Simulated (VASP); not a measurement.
# Re (P6_3/mmc) in VASP: further runs, part 2 of 2

VASP 6.6.1. The steps go on from the part before.

## Step 3: Single point, PBE

INCAR reads:

```
PREC     = Accurate       # precision mode
ENCUT    = 520            # plane-wave cutoff, eV
EDIFF    = 1E-6           # SCF threshold, eV
ISMEAR   = -1             # smearing method
SIGMA    = 0.08           # smearing width, eV
LREAL    = F              # projectors in reciprocal space
LASPH    = T              # aspherical terms in the spheres
NELM     = 60             # most SCF steps
ALGO     = Normal         # electronic algorithm
ISIF     = 2              # what is computed and relaxed
LWAVE    = F              # write WAVECAR
LCHARG   = F              # write CHGCAR
GGA      = PE             # functional
NBANDS   = 22             # bands
```

KPOINTS reads:

```
regular mesh
0
Gamma
  15 9 9
```

POSCAR reads:

```
Re
1.0
   -1.3879310686      2.4039671282      0.0000000000
    0.0000000000      0.0000000000      4.4818846070
    4.1637932058      2.4039671282      0.0000000000
Re
4
Direct
    0.5000000000      0.2500000000      0.1666666670
    0.0000000000      0.2500000000      0.6666666670
    0.0000000000      0.7500000000      0.3333333330
    0.5000000000      0.7500000000      0.8333333330
```

Potentials or basis: VASP PAW PBE potentials, release 64 (Re).

The run is started by

```
> cat potpaw_PBE.64/Re/POTCAR > POTCAR
> mpirun -np 1 vasp_std > vasp.out
```

OUTCAR:

```text
PREC = Accurate
   ENCUT = 520
   EDIFF = 1E-6
   ISMEAR = -1
   LREAL = F
   LASPH = T
   NELM = 60
   ISIF = 2
   GGA = PE

 ion  position               nearest neighbor table
   1  0.500  0.250  0.167-   3 2.76   3 2.76   3 2.76   3 2.76   4 2.76   4 2.76   2 2.78   2 2.78
                             2 2.78   2 2.78
   2  0.000  0.250  0.667-   4 2.76   4 2.76   4 2.76   4 2.76   3 2.76   3 2.76   1 2.78   1 2.78
                             1 2.78   1 2.78
   3  0.000  0.750  0.333-   1 2.76   1 2.76   1 2.76   1 2.76   2 2.76   2 2.76   4 2.78   4 2.78
                             4 2.78   4 2.78
   4  0.500  0.750  0.833-   2 2.76   2 2.76   2 2.76   2 2.76   1 2.76   1 2.76   3 2.78   3 2.78
                             3 2.78   3 2.78

  LATTYP: Found a simple orthorhombic cell.
 ALAT       =     2.7758621372
 B/A-ratio  =     1.6145919305
 C/A-ratio  =     1.7320508076

  Lattice vectors:

 A1 = (  -1.3879310686,   2.4039671282,   0.0000000000)
 A2 = (   0.0000000000,   0.0000000000,   4.4818846070)
 A3 = (   4.1637932058,   2.4039671282,   0.0000000000)

Analysis of symmetry for initial positions (statically):
[... 195 lines left out ...]
  energy without entropy =      -49.67194387  energy(sigma->0) =      -49.70553903

 E-fermi :   7.6903     XC(G=0): -13.6409

 val. band max:        7.6760942314   @ k =   0.1333   0.0000   0.1111
 cond. band min:       7.6974658974   @ k =   0.1333   0.2222   0.3333
 fundamental gap:      0.0213716660
 Fermi energy:         7.6903114963

 k-point     1 :       0.0000    0.0000    0.0000
  band No.  band energies     occupation
      1      -2.0682      2.00000
      2       1.1826      2.00000
      3       1.8439      2.00000
      4       1.9459      2.00000
      5       2.5586      2.00000
      6       5.7996      2.00000
[... 589 lines left out ...]
     21      12.9699      0.00000
     22      13.9735      0.00000

 [... further k-points ...]

------------------------ aborting loop because EDIFF is reached ----------------------------------------

  FORCE on cell =-STRESS in cart. coord.  units (eV):
  Direction    XX          YY          ZZ          XY          YZ          ZX
  --------------------------------------------------------------------------------------
  -------------------------------------------------------------------------------------
  Total       -0.1456825     -0.1825628     -0.3141824      0.0319393      0.0000000     -0.0000000
  in kB       -3.9021229     -4.8899662     -8.4154119      0.8554974      0.0000000     -0.0000000
  external PRESSURE =      -5.7358337 kB  Pullay stress =       0.0000000 kB

 VOLUME and BASIS-vectors are now :
 -----------------------------------------------------------------------------
  energy-cutoff  :      520.00
  volume of cell :       59.82
      direct lattice vectors                 reciprocal lattice vectors
    -1.387931069  2.403967128  0.000000000    -0.180124219  0.311984299  0.000000000
     0.000000000  0.000000000  4.481884607     0.000000000  0.000000000  0.223120425
     4.163793206  2.403967128  0.000000000     0.180124219  0.103994766  0.000000000

 POSITION                                       TOTAL-FORCE (eV/Angst)
 -----------------------------------------------------------------------------------
      0.00000      1.60264      1.12047        -0.009043     -0.005221      0.000000
      2.77586      1.60264      1.12047        -0.009043     -0.005221      0.000000
      1.38793      0.80132      3.36141         0.009043      0.005221     -0.000000
      2.77586      3.20529      3.36141         0.009043      0.005221      0.000000
 -----------------------------------------------------------------------------------
    total drift:                                0.000000      0.000000     -0.000000

  FREE ENERGIE OF THE ION-ELECTRON SYSTEM (eV)
  ---------------------------------------------------
  free  energy   TOTEN  =       -49.7391341890 eV

  energy  without entropy=      -49.6719438736  energy(sigma->0) =      -49.70553903
```

OSZICAR:

```text
N       E                     dE             d eps       ncg     rms          rms(c)
DAV:   1     0.169419115713E+03    0.16942E+03   -0.12154E+04 16208   0.157E+03
DAV:   2    -0.262330183805E+02   -0.19565E+03   -0.17622E+03 16940   0.670E+02
DAV:   3    -0.503098960317E+02   -0.24077E+02   -0.20632E+02 16626   0.342E+02
DAV:   4    -0.523660756321E+02   -0.20562E+01   -0.18315E+01 14398   0.767E+01
DAV:   5    -0.525790791898E+02   -0.21300E+00   -0.20203E+00 15524   0.162E+01    0.585E+01
DAV:   6    -0.504518940367E+02    0.21272E+01   -0.22596E+00 14224   0.333E+01    0.232E+01
DAV:   7    -0.497583043216E+02    0.69359E+00   -0.17345E+00 15048   0.266E+01    0.905E-01
DAV:   8    -0.497408426984E+02    0.17462E-01   -0.79223E-02 16422   0.236E+00    0.367E-01
DAV:   9    -0.497389994498E+02    0.18432E-02   -0.71074E-03 16284   0.900E-01    0.668E-02
DAV:  10    -0.497391115122E+02   -0.11206E-03   -0.54965E-04 15438   0.225E-01    0.362E-02
DAV:  11    -0.497391342900E+02   -0.22778E-04   -0.72871E-05 15304   0.798E-02    0.349E-03
DAV:  12    -0.497391341890E+02    0.10103E-06   -0.46968E-06 10576   0.249E-02
   1 F= -.49739134E+02 E0= -.49705539E+02  d E =-.671903E-01
```

stdout:

```text
POSCAR found type information on POSCAR Re
 POSCAR found :  1 types and       4 ions
 scaLAPACK will be used
 LDA part: xc-table for (Slater+PW92), standard interpolation
 POSCAR, INCAR and KPOINTS ok, starting setup
 FFT: planning ... GRIDC
 FFT: planning ... GRID_SOFT
 FFT: planning ... GRID
 WAVECAR not read
 entering main loop
```

It took 2.5 min on 1 thread of AMD EPYC 9R45 (Zen 5), shared host; peak memory 0.3 GiB.

What came out:

```yaml
Free_energy: -49.7391 eV
Pressure: -0.6 GPa
Largest_force: 0.010 eV/Å
Band_gap_on_the_k_mesh: zero (bands 14 and 15 overlap by 1.85 eV)
```

Forces in eV/Å, atoms in the order of the input:
```
Re  -0.009 -0.005  0.000
Re  -0.009 -0.005  0.000
Re   0.009  0.005  0.000
Re   0.009  0.005  0.000
```

Stress tensor (GPa, compression positive):
```
-0.39  0.09  0.00
 0.09 -0.49  0.00
 0.00  0.00 -0.84
```

Caveat: spin-orbit coupling is left out, which moves the levels of the heavy elements.
